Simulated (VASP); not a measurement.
Here is a VASP 6.6.1 calculation.

The input INCAR:

```
SYSTEM = Be
  PREC = Accurate
  ENCUT = 600
  EDIFF = 1E-7
  ISMEAR = 0
  SIGMA = 0.1
  LREAL = .FALSE.
  LASPH = .TRUE.
  NELM = 80
  ALGO = Normal
  ISIF = 3
  LWAVE = .FALSE.
  LCHARG = .FALSE.
  GGA = PE
  IVDW = 12
  IBRION = 2
  NSW = 100
  EDIFFG = -0.005
```

Contents of KPOINTS:

```
Automatic mesh
0
G
  21 21 12
  0 0 0
```

Contents of POSCAR:

```
Be
1.0
    2.2237101570      0.0000000000      0.0000000000
   -1.1118550785      1.9257894866      0.0000000000
    0.0000000000      0.0000000000      3.4735851467
Be
2
Direct
    0.3333333333      0.6666666667      0.2500000000
    0.6666666667      0.3333333333      0.7500000000
```

Potentials or basis: VASP PAW PBE potentials, release 64 (Be).

Run with:

```sh
$ cat potpaw_PBE.64/Be/POTCAR > POTCAR
$ mpirun -np 1 vasp_std > vasp.out
```

Task: Estimate the dispersion energy per atom.

Result: -0.378 eV.

Task: Predict the relaxed cell.

Result: a = 2.215 Å, b = 2.215 Å, c = 3.502 Å, α = 90.00°, β = 90.00°, γ = 120.00°.

Task: Predict the band gap on the k mesh.

Result: Zero (band 2 reaches 8.55 eV, above the bottom of band 3 at 6.40 eV).

Task: Predict the space group after relaxing (to 0.05 Å).

Result: P6_3/mmc (No. 194).

Step by step:
| step | energy change (eV) | largest force (eV/Å) | pressure (GPa) | volume (Å³) |
| --- | --- | --- | --- | --- |
| 1 | 0.0000 | 0.0000 | 0.22 | 14.88 |
| 2 | -0.0017 | 0.0000 | -0.12 | 14.90 |
| 3 | -0.0017 | 0.0000 | -0.15 | 14.90 |
| 4 | -0.0017 | 0.0000 | -0.02 | 14.88 |

Caveat: pairwise dispersion overbinds metals, which lowers pressure and volume.
